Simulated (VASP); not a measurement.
A run of VASP 6.6.1:

The input INCAR:

```
SYSTEM = C
  ALGO = Normal
  EDIFF = 1E-6
  ENCUT = 520
  GGA = PS
  ISIF = 2
  ISMEAR = 1
  LASPH = .TRUE.
  LCHARG = .FALSE.
  LREAL = .FALSE.
  LWAVE = .FALSE.
  NBANDS = 11
  NELM = 60
  PREC = Accurate
  SIGMA = 0.05
```

Contents of KPOINTS:

```
k-points
0
G
  16 16 16
  0 0 0
```

The input POSCAR:

```
C
1.0
    0.0000000000      2.1270000000      3.3480000000
    1.2280000000      0.0000000000      3.3480000000
    1.2280000000      2.1270000000      0.0000000000
C
2
Direct
    0.1666700000      0.8333300000      0.1666700000
    0.8333300000      0.1666700000      0.8333300000
```

Potentials or basis: VASP PAW PBE potentials, release 64 (C).

Command:

```bash
$ cat potpaw_PBE.64/C/POTCAR > POTCAR
$ mpirun -np 1 vasp_std > vasp.out
```

Hardware: 1 thread of AMD EPYC 7R43 64-Core Processor (Zen 3) (shared host).

Question: Estimate the wall time of this run.

Answer: Run time: 3.3 min on 1 thread of AMD EPYC 7R43 64-Core Processor (Zen 3), on a shared host, peak memory 0.16 GiB. Counts: scf iterations 11, k points 621.
